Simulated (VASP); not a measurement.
Here is a VASP 6.6.1 calculation.

File INCAR:

```
SYSTEM = Li
PREC = Accurate
ENCUT = 520
EDIFF = 1E-7
ISMEAR = 0
SIGMA = 0.1
LREAL = Auto
LASPH = .True.
NELM = 100
ALGO = Normal
ISIF = 2
LWAVE = .False.
LCHARG = .False.
LDIPOL = .True.
IDIPOL = 3
DIPOL = 0.5 0.5 0.240
GGA = PE
NBANDS = 60
```

KPOINTS

```
regular mesh
0
Gamma
  2 10 1
  0 0 0
```

POSCAR

```
Li
1.0
   20.5896912139      0.0000000000      0.0000000000
    0.0000000000      3.4316152023      0.0000000000
    0.0000000000      0.0000000000     18.8632304046
Li
27
Direct
    0.0000000000      0.0000000000      0.0795197836
    0.0833333333      0.5000000000      0.1704802164
    0.1666666667      0.0000000000      0.0795197836
    0.2500000000      0.5000000000      0.1704802164
    0.3333333333      0.0000000000      0.0795197836
    0.4166666667      0.5000000000      0.1704802164
    0.5000000000      0.0000000000      0.0795197836
    0.5833333333      0.5000000000      0.1704802164
    0.6666666667      0.0000000000      0.0795197836
    0.7500000000      0.5000000000      0.1704802164
    0.8333333333      0.0000000000      0.0795197836
    0.9166666667      0.5000000000      0.1704802164
   -0.0034382734      0.0000000000      0.2646257759
    0.0873401060      0.5000000000      0.3449068116
    0.1666666667      0.0000000000      0.2535625301
    0.2459932273      0.5000000000      0.3449068116
    0.3367716067      0.0000000000      0.2646257759
    0.4233371902      0.5000000000      0.3544531973
    0.5025820510      0.0000000000      0.2575412320
    0.5844560571      0.5000000000      0.3558142906
    0.6666666667      0.0000000000      0.2591667959
    0.7488772763      0.5000000000      0.3558142906
    0.8307512823      0.0000000000      0.2575412320
    0.9099961431      0.5000000000      0.3544531973
    0.0113091880      0.0000000000      0.4385798858
    0.1666666667      0.0000000000      0.4438063698
    0.3220241453      0.0000000000      0.4385798858
```

Potentials or basis: VASP PAW PBE potentials, release 64 (Li_sv).

Command:

```bash
$ cat potpaw_PBE.64/Li_sv/POTCAR > POTCAR
$ mpirun -np 1 vasp_std > vasp.out
```

(1) Estimate the largest force.

Results:

(1) 0.114 eV/Å.
